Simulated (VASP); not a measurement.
# Be16H (a cell with a defect) in VASP: notebook

Runs on Be16H (a cell with a defect). Level: LDA. Tasks: single point.

All numbers are computed with VASP 6.6.1; they aren't measurements. Logs are shortened: lines on timing, memory, paths and dates and some standing lists are left out, and cuts for length are marked.

## Step 1: The cell of the first run

The cell holds a defect, 17 atoms: a = 4.580 Å, b = 3.966 Å, c = 7.177 Å, α = 90.00°, β = 90.00°, γ = 90.00°.

## Step 2: Single point, LDA

INCAR

```
PREC = Accurate
ENCUT = 520
EDIFF = 1E-7
ISMEAR = 0
SIGMA = 0.15
LREAL = Auto
LASPH = True
NELM = 80
ALGO = Normal
ISIF = 2
LWAVE = False
LCHARG = False
NBANDS = 30
```

KPOINTS

```
Automatic mesh
0
Gamma
  4 4 3
```

POSCAR

```
Be16H
1.0
   -2.2900000000     -3.9663960000      0.0000000000
    3.4350000000     -1.9831980000      0.0000000000
    0.0000000000      0.0000000000      7.1768600000
Be H
16 1
Direct
    0.7501081685      0.4993812826      0.0002318563
    0.4948421505      0.3281180567      0.2352811675
    0.7772624939      0.5195639333      0.5065027045
    0.5007981745      0.3331478369      0.7563067971
    0.4975953620     -0.0082121167     -0.0039950619
    0.2457204003      0.8313545027      0.2458562658
    0.5008444485     -0.0184713866      0.4986169439
    0.2491597931      0.8311452478      0.7467619544
    0.2456054066      0.4992510571     -0.0025121014
   -0.0000279490      0.3332631723      0.2474674161
    0.2400991337      0.5046509509      0.4997500300
    0.0016295743      0.3315026856      0.7513908590
   -0.0011469562      0.0000077060     -0.0015810536
    0.7520915347      0.8344749970      0.2463244371
    0.0022918340      0.0090216302      0.4988825197
    0.7494903144      0.8360514760      0.7497249494
    0.5180928637      0.3438479354      0.4439431729
```

Potentials or basis: VASP PAW LDA potentials, release 64 (Be, H).

Started as:

```bash
> cat potpaw_LDA.64/Be/POTCAR potpaw_LDA.64/H/POTCAR > POTCAR
> mpirun -np 1 vasp_std > vasp.out
```

OUTCAR:

```text
PREC = Accurate
   ENCUT = 520
   EDIFF = 1E-7
   ISMEAR = 0
   LREAL = Auto
   LASPH = True
   NELM = 80
   ISIF = 2

 ion  position               nearest neighbor table
   1  0.750  0.499  0.000-   2 2.16   4 2.19  14 2.21  10 2.21  12 2.23  16 2.24   9 2.27   5 2.27
                            13 2.29  13 2.29   9 2.31   5 2.32
   2  0.495  0.328  0.235-  17 1.50   1 2.16   9 2.16   5 2.17  10 2.27   6 2.28  14 2.29   6 2.30
                            10 2.32  14 2.33  11 2.34   7 2.34
   3  0.777  0.520  0.507-  17 1.45  11 2.12  16 2.15  12 2.17  15 2.20   7 2.23  10 2.25  14 2.25
                            15 2.27   4 2.32
   4  0.501  0.333  0.756-   5 2.19   9 2.19   1 2.19  16 2.28  12 2.29   8 2.29  12 2.29  16 2.30
                            11 2.30   8 2.30   3 2.32   7 2.32
   5  0.498  0.992  0.996-   2 2.17   4 2.19  16 2.20   8 2.21   6 2.23  14 2.23   9 2.27   1 2.27
                            13 2.28  13 2.30   9 2.32   1 2.32
   6  0.246  0.831  0.246-  13 2.21   9 2.22   5 2.23  11 2.24   7 2.24  15 2.24  14 2.26  10 2.27
                             2 2.28  10 2.29   2 2.30  14 2.32
   7  0.501  0.982  0.499-  17 1.49   8 2.20  16 2.21  14 2.22   3 2.23  11 2.24   6 2.24  15 2.29
                            15 2.30   4 2.32   2 2.34
   8  0.249  0.831  0.747-  11 2.20   7 2.20   5 2.21  15 2.22   9 2.23  13 2.24  12 2.28  12 2.29
                             4 2.29  16 2.29  16 2.29   4 2.30
   9  0.246  0.499  0.997-   2 2.16   4 2.19  12 2.19   6 2.22  10 2.22   8 2.23   5 2.27   1 2.27
                            13 2.28  13 2.29   1 2.31   5 2.32
  10  1.000  0.333  0.247-   1 2.21  15 2.22   9 2.22  13 2.22  11 2.22   3 2.25   2 2.27   6 2.27
                            14 2.28   6 2.29  14 2.29   2 2.32
  11  0.240  0.505  0.500-  17 1.48   3 2.12   8 2.20  12 2.22  10 2.22   6 2.24   7 2.24  15 2.25
                            15 2.28   4 2.30   2 2.34
  12  0.002  0.332  0.751-   3 2.17   9 2.19  13 2.21  15 2.22  11 2.22   1 2.23  16 2.28   8 2.28
                             8 2.29   4 2.29   4 2.29  16 2.31
  13  0.999  0.000  0.998-  12 2.21  14 2.21   6 2.21  16 2.22  10 2.22   8 2.24   9 2.28   5 2.28
                             1 2.29   9 2.29   1 2.29   5 2.30
  14  0.752  0.834  0.246-  13 2.21   1 2.21   7 2.22   5 2.23   3 2.25  15 2.25   6 2.26  10 2.28
                             2 2.29  10 2.29   6 2.32   2 2.33
  15  0.002  0.009  0.499-   3 2.20  10 2.22  12 2.22   8 2.22   6 2.24  11 2.25  16 2.25  14 2.25
                             3 2.27  11 2.28   7 2.29   7 2.30
  16  0.749  0.836  0.750-   3 2.15   5 2.20   7 2.21  13 2.22   1 2.24  15 2.25   4 2.28  12 2.28
                             8 2.29   8 2.29   4 2.30  12 2.31
  17  0.518  0.344  0.444-   3 1.45  11 1.48   7 1.49   2 1.50

  LATTYP: Found a simple orthorhombic cell.
 ALAT       =     3.9663962620
 B/A-ratio  =     1.1547004875
 C/A-ratio  =     1.8094157835

  Lattice vectors:

 A1 = (  -3.4350000000,   1.9831980000,   0.0000000000)
 A2 = (  -2.2900000000,  -3.9663960000,   0.0000000000)
 A3 = (   0.0000000000,   0.0000000000,   7.1768600000)

Analysis of symmetry for initial positions (statically):
=====================================================================
 Subroutine PRICEL returns:
 Original cell was already a primitive cell.

 Routine SETGRP: Setting up the symmetry group for a
 simple orthorhombic supercell.

 Subroutine GETGRP returns: Found  1 space group operations
 (whereof  1 operations were pure point group operations)
 out of a pool of  8 trial point group operations.

The static configuration has the point symmetry C_1 .

Analysis of symmetry for dynamics (positions and initial velocities):
=====================================================================
 Subroutine PRICEL returns:
 Original cell was already a primitive cell.

 Routine SETGRP: Setting up the symmetry group for a
 simple orthorhombic supercell.

 Subroutine GETGRP returns: Found  1 space group operations
 (whereof  1 operations were pure point group operations)
 out of a pool of  8 trial point group operations.

The dynamic configuration has the point symmetry C_1 .

 Subroutine INISYM returns: Found  1 space group operations
 (whereof  1 operations are pure point group operations),
 and found     1 'primitive' translations

----------------------------------------------------------------------------------------

                                     Primitive cell

  volume of cell :     130.3755

  direct lattice vectors                    reciprocal lattice vectors
    -2.290000000 -3.966396000  0.000000000    -0.109170306 -0.189088533  0.000000000
     3.435000000 -1.983198000  0.000000000     0.218340611 -0.126059022  0.000000000
     0.000000000  0.000000000  7.176860000     0.000000000  0.000000000  0.139336702

  length of vectors
     4.579999697  3.966396262  7.176860000     0.218340626  0.252118027  0.139336702

  position of ions in fractional coordinates (direct lattice)
     0.750108168  0.499381283  0.000231856
     0.494842150  0.328118057  0.235281167
     0.777262494  0.519563933  0.506502705
     0.500798174  0.333147837  0.756306797
     0.497595362  0.991787883  0.996004938
     0.245720400  0.831354503  0.245856266
[... 9 lines left out ...]
     0.749490314  0.836051476  0.749724949
     0.518092864  0.343847935  0.443943173

  ion indices of the primitive-cell ions
   primitive index   ion index
                 1           1
                 2           2
                 3           3
                 4           4
                 5           5
                 6           6
[... 9 lines left out ...]
                16          16
                17          17

----------------------------------------------------------------------------------------

 KPOINTS: Automatic mesh

Automatic generation of k-mesh.
 Grid dimensions read from file:
 generate k-points for:    4    4    3

 Generating k-lattice:

  Cartesian coordinates                     Fractional coordinates (reciprocal lattice)
    -0.027292576 -0.047272133  0.000000000     0.250000000  0.000000000  0.000000000
     0.054585153 -0.031514755  0.000000000     0.000000000  0.250000000  0.000000000
     0.000000000  0.000000000  0.046445567     0.000000000  0.000000000  0.333333333

  Length of vectors
     0.054585156  0.063029507  0.046445567

  Shift w.r.t. Gamma in fractional coordinates (k-lattice)
     0.000000000  0.000000000  0.000000000

 Subroutine IBZKPT returns following result:
 ===========================================

 Found     26 irreducible k-points:

 Following reciprocal coordinates:
            Coordinates               Weight
  0.000000  0.000000  0.000000      1.000000
  0.250000  0.000000  0.000000      2.000000
  0.500000  0.000000  0.000000      1.000000
  0.000000  0.250000  0.000000      2.000000
  0.250000  0.250000  0.000000      2.000000
 -0.250000  0.250000  0.000000      2.000000
[... 16 lines left out ...]
  0.000000  0.500000  0.333333      2.000000
  0.250000  0.500000  0.333333      2.000000
 [... further k-points ...]
   k-points           NKPTS =     26   k-points in BZ     NKDIM =     26   number of bands    NBANDS=     30
   number of dos      NEDOS =    301   number of ions     NIONS =     17
   total plane-waves  NPLWV =  58320
   dimension x,y,z NGX =    36 NGY =   30 NGZ =   54
   dimension x,y,z NGXF=    72 NGYF=   60 NGZF=  108
   ions per type =              16   1
   NGX,Y,Z   is equivalent  to a cutoff of  13.07, 12.57, 12.51 a.u.
   NGXF,Y,Z  is equivalent  to a cutoff of  26.13, 25.15, 25.02 a.u.
 SYSTEM =  unknown system
   PREC   = accura    normal or accurate (medium, high low for compatibility)
   ISTART =      0    job   : 0-new  1-cont  2-samecut
   ICHARG =      2    charge: 1-file 2-atom 10-const
   ISPIN  =      1    spin polarized calculation?
   LNONCOLLINEAR =      F non collinear calculations
   LSORBIT =      F    spin-orbit coupling
   LASPH  =      T    aspherical Exc in radial PAW
   ENCUT  =  520.0 eV  38.22 Ry    6.18 a.u.   8.52  7.37 13.34*2*pi/ulx,y,z
   NELM   =     80;   NELMIN=  2; NELMDL= -5     # of ELM steps
   EDIFF  = 0.1E-06   stopping-criterion for ELM
   LREAL  =      T    real-space projection
   EDIFFG = 0.1E-05   stopping-criterion for IOM
   NSW    =      0    number of steps for IOM
   IBRION =     -1    ionic relax: 0-MD 1-quasi-New 2-CG
   NFREE  =      0    steps in history (QN), initial steepest desc. (CG)
   ISIF   =      2    stress and relaxation
   ISYM   =      2    0-nonsym 1-usesym 2-fastsym
   POTIM  = 0.5000    time-step for ionic-motion
   TEBEG  =    0.0;   TEEND  =   0.0 temperature during run
   PSTRESS=    0.0 pullay stress
   NELECT =      33.0000    total number of electrons
   NUPDOWN=      -1.0000    fix difference up-down
   EMIN   =  10.00;   EMAX   =-10.00  energy-range for DOS
   EFERMI =   0.00;   METHOD = LEGACY
   ISMEAR =     0;   SIGMA  =   0.15  broadening in eV -4-tet -1-fermi 0-gaus
   EFERMI_NEDOS =   21; number of points for ismear=-14 and -15
   IALGO  =     38    algorithm
   IMIX   =      4    mixing-type and parameters
     AMIX     =   0.40;   BMIX     =  1.00
     AMIX_MAG =   1.60;   BMIX_MAG =  1.00
  volume/ion in A,a.u.               =       7.67        51.75
  Fermi-wavevector in a.u.,A,eV,Ry     =   1.035573  1.956950 14.591049  1.072412
  Thomas-Fermi vector in A             =   2.169923
   LORBIT       =      0    0 simple, 1 ext, 2 COOP (PROOUT), +10 PAW based schemes
   GGA     = CA    functional components
   LHFCALC =     F    Hartree Fock is set to
   AEXX    =    0.0000 exact exchange contribution
   IVDW    =     0    specifies the selected vdW correction
   LEPSILON=     F    determine dielectric tensor
   LRPA    =     F    only Hartree local field effects (RPA)
 non-spin polarized calculation
 Gauss-broadening in eV      SIGMA  =   0.15
  energy-cutoff  :      520.00
  volume of cell :      130.38
 maximum number of plane-waves:      3529
 NGX is ok and might be reduce to    36
   NGX = 17   NGY = 15   NGZ = 27

 number of electron      33.0000000 magnetization

 Free energy of the ion-electron system (eV)
  ---------------------------------------------------
  ext. energy  EPLUGINS =         0.00000000
  ---------------------------------------------------
  free energy    TOTEN  =       -69.07126784 eV

  energy without entropy =      -69.05286484  energy(sigma->0) =      -69.06206634

 E-fermi :   7.2399     XC(G=0): -10.5977

 val. band max:        7.2359580370   @ k =   0.5000   0.0000   0.0000
 cond. band min:       7.3066200608   @ k =   0.0000   0.0000   0.0000
 fundamental gap:      0.0706620238
 Fermi energy:         7.2399229022

 k-point     1 :       0.0000    0.0000    0.0000
  band No.  band energies     occupation
      1      -5.2353      2.00000
      2      -3.1324      2.00000
      3      -2.3306      2.00000
      4      -0.4204      2.00000
      5       0.7851      2.00000
      6       1.3714      2.00000
[... 20 lines left out ...]
     27      10.1086      0.00000
     28      10.1243      0.00000

 k-point     2 :       0.2500    0.0000    0.0000
  band No.  band energies     occupation
      1      -4.9904      2.00000
      2      -2.9644      2.00000
      3      -1.9977      2.00000
      4      -1.6760      2.00000
      5      -0.0434      2.00000
      6       0.6268      2.00000
[... 674 lines left out ...]
 k-point    24 :       0.2500    0.5000    0.3333
  band No.  band energies     occupation
      1      -4.1108      2.00000
      2      -2.1405      2.00000
      3      -1.7216      2.00000
      4      -1.4189      2.00000
      5      -0.3948      2.00000
      6       0.4016      2.00000
[... 20 lines left out ...]
     27      12.7931      0.00000
     28      13.0236      0.00000

 [... further k-points ...]

 [bands above 28 left out]

------------------------ aborting loop because EDIFF is reached ----------------------------------------

  FORCE on cell =-STRESS in cart. coord.  units (eV):
  Direction    XX          YY          ZZ          XY          YZ          ZX
  --------------------------------------------------------------------------------------
  -------------------------------------------------------------------------------------
  Total       -3.9447164     -3.9734193     -2.9208189     -0.1722139     -0.1166090      0.0048914
  in kB      -48.4763978    -48.8291270    -35.8937795     -2.1163271     -1.4330020      0.0601096
  external PRESSURE =     -44.3997681 kB  Pullay stress =       0.0000000 kB

 VOLUME and BASIS-vectors are now :
 -----------------------------------------------------------------------------
  energy-cutoff  :      520.00
  volume of cell :      130.38
      direct lattice vectors                 reciprocal lattice vectors
    -2.290000000 -3.966396000  0.000000000    -0.109170306 -0.189088533  0.000000000
     3.435000000 -1.983198000  0.000000000     0.218340611 -0.126059022  0.000000000
     0.000000000  0.000000000  7.176860000     0.000000000  0.000000000  0.139336702

 POSITION                                       TOTAL-FORCE (eV/Angst)
 -----------------------------------------------------------------------------------
     -0.00237     -3.96560      0.00166        -0.000368     -0.028568     -0.024350
     -0.00610     -2.61346      1.68858         0.005429     -0.125017      0.105774
      0.00477     -4.11333      3.63510        -0.019287      0.042156     -0.143473
     -0.00246     -2.64706      5.42791        -0.005038     -0.019258     -0.001258
      2.26730     -3.94057      7.14819         0.017330     -0.044718      0.012069
      2.29300     -2.62336      1.76448         0.004339     -0.039171     -0.013541
[... 9 lines left out ...]
      1.15550     -4.63083      5.38067        -0.027038     -0.007676     -0.055528
     -0.00531     -2.73688      3.18612        -0.000554      0.281378      0.308346
 -----------------------------------------------------------------------------------
    total drift:                               -0.000787      0.000746      0.000487

  FREE ENERGIE OF THE ION-ELECTRON SYSTEM (eV)
  ---------------------------------------------------
  free  energy   TOTEN  =       -69.0712678358 eV

  energy  without entropy=      -69.0528648399  energy(sigma->0) =      -69.06206634
```

Run time: 2.8 min. Hardware: 1 thread of Intel Xeon 8259CL, shared host; peak memory 0.23 GiB.

Results:

| Item | Value |
| --- | --- |
| Free energy | -69.0713 eV |
| Pressure | -4.4 GPa |
| Largest force | 0.417 eV/Å |
| Band gap on the k mesh | zero (an odd number of electrons rules out a gap without spin polarisation) |

Forces on the atoms (eV/Å):
```
Be   0.000 -0.029 -0.024
Be   0.005 -0.125  0.106
Be  -0.019  0.042 -0.143
Be  -0.005 -0.019 -0.001
Be   0.017 -0.045  0.012
Be   0.004 -0.039 -0.014
Be  -0.086  0.039 -0.011
Be   0.009 -0.035 -0.018
Be  -0.025 -0.036  0.016
Be   0.002 -0.018 -0.026
Be   0.087  0.042 -0.005
Be   0.024 -0.014 -0.045
Be  -0.002 -0.016 -0.036
Be  -0.012 -0.017 -0.017
Be   0.029 -0.003 -0.046
Be  -0.027 -0.008 -0.056
H   -0.001  0.281  0.308
```

Caveat: the k points lie up to 0.40 Å⁻¹ apart, too coarse for converged energies and pressures of a metal.

## Step 3: Single point, LDA

INCAR

```
SYSTEM = Be16H
PREC = Accurate ; ENCUT = 520
EDIFF = 1E-7 ; ISMEAR = 0
SIGMA = 0.15 ; LREAL = Auto
LASPH = .True. ; NELM = 100
ALGO = Normal ; ISIF = 2
LWAVE = .False. ; LCHARG = .False.
NBANDS = 30
```

KPOINTS

```
Automatic mesh
0
Gamma
  4 4 3
  0 0 0
```

POSCAR

```
Be16H
1.0
   -2.2900000000     -3.9663960000      0.0000000000
    3.4350000000     -1.9831980000      0.0000000000
    0.0000000000      0.0000000000      7.1768600000
Be H
16 1
Direct
    0.7503464650      0.4987488806     -0.0019306493
    0.4996546302      0.3316597098      0.2452135056
    0.7725491814      0.5128988720      0.4989353283
    0.4994632778      0.3319592158      0.7542638424
    0.4995610191     -0.0041558271     -0.0025279858
    0.2473502486      0.8323112283      0.2463261092
    0.4996755629     -0.0346960585      0.4981217413
    0.2490603756      0.8324443261      0.7470930184
    0.2487788247      0.4986278045     -0.0019346901
   -0.0003272763      0.3331690065      0.2457828354
    0.2268873530      0.5129522673      0.4989337956
   -0.0005119587      0.3329186651      0.7487314787
   -0.0004351340      0.0001209732     -0.0032778959
    0.7519789887      0.8323100099      0.2463507718
   -0.0002760790      0.0112802850      0.4966889420
    0.7498786507      0.8324329287      0.7470820108
    0.4997398950      0.3306667713      0.4722186304
```

Potentials or basis: VASP PAW LDA potentials, release 64 (Be, H).

Started as:

```bash
> cat potpaw_LDA.64/Be/POTCAR potpaw_LDA.64/H/POTCAR > POTCAR
> mpirun -np 1 vasp_std > vasp.out
```

Run time: 2.7 min. Hardware: 1 thread of Intel Xeon 8259CL, shared host; peak memory 0.23 GiB.

The run converged. Its results:

| Item | Value |
| --- | --- |
| Free energy | -69.1319 eV |
| Pressure | -4.5 GPa |
| Largest force | 0.014 eV/Å |
| Band gap on the k mesh | zero (an odd number of electrons rules out a gap without spin polarisation) |

Forces in eV/Å, atoms in the order of the input:
```
Be  -0.002  0.008  0.007
Be   0.004 -0.002  0.005
Be   0.001  0.001 -0.002
Be  -0.004 -0.001 -0.003
Be  -0.004  0.002  0.000
Be   0.002 -0.001  0.000
Be   0.000  0.001  0.003
Be  -0.001 -0.002 -0.002
Be  -0.006 -0.005  0.007
Be   0.002  0.000 -0.001
Be  -0.001  0.003 -0.002
Be   0.006 -0.006  0.000
Be  -0.009  0.006 -0.003
Be   0.003 -0.001 -0.001
Be   0.009 -0.002  0.006
Be  -0.001 -0.003 -0.001
H    0.002  0.002 -0.014
```

Stress tensor (GPa, compression positive):
```
-4.59  0.23 -0.02
 0.23 -4.34  0.01
-0.02  0.01 -4.52
```

Levels at points of the mesh, in eV from the Fermi level:
| k point | band 13 | band 14 | band 15 | band 16 | band 17 | band 18 | band 19 | band 20 |
| --- | --- | --- | --- | --- | --- | --- | --- | --- |
| (0.00, 0.00, 0.00) | -4.11 | -3.75 | -0.86 | 0.05 | 0.35 | 0.52 | 0.86 | 0.98 |
| (0.50, 0.00, 0.00) | -2.52 | -2.48 | -2.43 | -2.40 | -0.38 | -0.10 | 0.33 | 0.42 |
| (0.00, 0.50, 0.00) | -3.81 | -3.71 | -2.78 | -2.63 | -0.16 | 0.61 | 0.64 | 0.77 |
| (0.50, 0.50, 0.00) | -1.32 | -1.14 | -1.03 | -0.91 | -0.53 | 0.26 | 0.44 | 0.52 |

Caveat: the k points lie up to 0.40 Å⁻¹ apart, too coarse for converged energies and pressures of a metal.
